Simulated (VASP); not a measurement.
A run of VASP 6.6.1 is set up as follows.

INCAR

```
SYSTEM = Al3Cu
PREC = Accurate
ENCUT = 520
EDIFF = 1E-6
ISMEAR = 0
SIGMA = 0.1
LREAL = .FALSE.
LASPH = .TRUE.
NELM = 60
ALGO = Normal
ISIF = 2
LWAVE = .FALSE.
LCHARG = .TRUE.
GGA = PS
LELF = .TRUE.
LVHAR = .TRUE.
NBANDS = 18
```

Contents of KPOINTS:

```
regular mesh
0
G
  12 12 12
  0 0 0
```

The input POSCAR:

```
Al3Cu
1.0
    3.9313321963      0.0000000000      0.0000000000
    0.0000000000      3.9313321963      0.0000000000
    0.0000000000      0.0000000000      3.9313321963
Al Cu
3 1
Direct
    0.0000000000      0.5000000000      0.5000000000
    0.5000000000      0.0000000000      0.5000000000
    0.5000000000      0.5000000000      0.0000000000
    0.0000000000      0.0000000000      0.0000000000
```

Potentials or basis: VASP PAW PBE potentials, release 64 (Al, Cu).

Command:

```sh
$ cat potpaw_PBE.64/Al/POTCAR potpaw_PBE.64/Cu/POTCAR > POTCAR
$ mpirun -np 1 vasp_std > vasp.out
```

Problem. What does it give for the band gap on the k mesh?

Solution. Zero (bands 10 and 11 overlap by 4.12 eV).

Problem. What does it give for the pressure?

Solution. -2.7 GPa.

Caveat: the cell differs from its parent crystal (strained); the PAW data sets were made with another functional, which shifts forces and pressure a little.
